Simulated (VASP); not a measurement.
Here is a VASP 6.6.1 calculation.

INCAR

```
SYSTEM = Si5Ge7
PREC = Accurate ; ENCUT = 520
EDIFF = 1E-7 ; ISMEAR = 0
SIGMA = 0.1 ; LREAL = Auto
LASPH = .TRUE. ; NELM = 100
ALGO = Normal ; ISIF = 2
LWAVE = .FALSE. ; LCHARG = .FALSE.
GGA = PE ; NBANDS = 136
ISYM = 0
```

File KPOINTS:

```
Automatic mesh
0
Gamma
  2 2 2
  0.5 0.5 0.5
```

The input POSCAR:

```
Si5Ge7
1.0
   -5.6363325336     -5.5329100068      0.0397607637
   -0.0411152890      5.5342645320      5.6371253959
   -5.6645088676      5.6008471045     -5.6625926794
Si Ge
10 14
Direct
    0.5048714047      1.0030081157      1.0025260205
    0.3335612189      0.1689194004      0.6652657211
    0.6633754066      0.3309831145      0.3324029991
    0.1730299688      0.3341553336      0.3388321130
    0.8348009371      0.6655486960      0.6644673485
    0.1729906933      0.8358855994      0.3318680102
    0.8293123575      0.1663653373      0.9182802512
    0.1698126080      0.3314809375      0.5834311630
    0.4983949720      0.4960120944      0.2539370726
    0.4985481876      0.0046418893      0.2477313351
    0.0003476683      0.0034021489      0.9981000678
    0.8382821218      0.1694440038      0.6691766355
    0.5007538156      0.4979678678      0.0051159048
   -0.0007098253      0.4956733762      0.0025933603
    0.3328779690      0.6626850707      0.6666667152
    0.6636741278      0.8325652241      0.3303100568
    0.3368414962      0.1655449561      0.9131678830
    0.6638781488      0.3349637365      0.5807418756
    1.0008876727      0.4993149975      0.2564335370
    0.3362888289      0.6713797636      0.9199940280
    0.8335306449      0.6667464433      0.9136362768
    0.6695052566      0.8326491967      0.5836033445
    0.1665847430      0.8374847915      0.5808722173
    0.0058031858      0.0035558622      0.2515327439
```

Potentials or basis: VASP PAW PBE potentials, release 64 (Si, Ge_d).

Launch:

```sh
$ cat potpaw_PBE.64/Si/POTCAR potpaw_PBE.64/Ge_d/POTCAR > POTCAR
$ mpirun -np 1 vasp_std > vasp.out
```

Question: Predict the band gap on the k mesh.

Answer: 0.80 eV (least direct gap 1.10 eV).

Question: Estimate the pressure.

Answer: -0.1 GPa.

Question: What does it give for the largest force?

Answer: 0.014 eV/Å.

Forces on the atoms (eV/Å):
```
Si  -0.002  0.008  0.003
Si   0.004 -0.003 -0.001
Si   0.009  0.003  0.002
Si  -0.001 -0.003 -0.001
Si  -0.002  0.002  0.003
Si   0.002  0.001  0.009
Si  -0.001  0.002  0.004
Si   0.002  0.002  0.002
Si  -0.003  0.003 -0.001
Si   0.000 -0.003 -0.005
Ge   0.003  0.004  0.000
Ge  -0.005  0.002 -0.006
Ge  -0.005  0.001 -0.006
Ge   0.010 -0.005  0.000
Ge   0.004  0.002  0.000
Ge   0.012 -0.002 -0.001
Ge   0.001 -0.009  0.003
Ge  -0.005  0.000  0.000
Ge  -0.012 -0.004 -0.005
Ge  -0.007  0.001 -0.001
Ge   0.004 -0.006  0.002
Ge  -0.003  0.000  0.000
Ge   0.004 -0.005  0.001
Ge  -0.007  0.007 -0.003
```

Caveat: a shifted mesh leaves out Γ, where band edges can lie. A k mesh can miss the band edges.
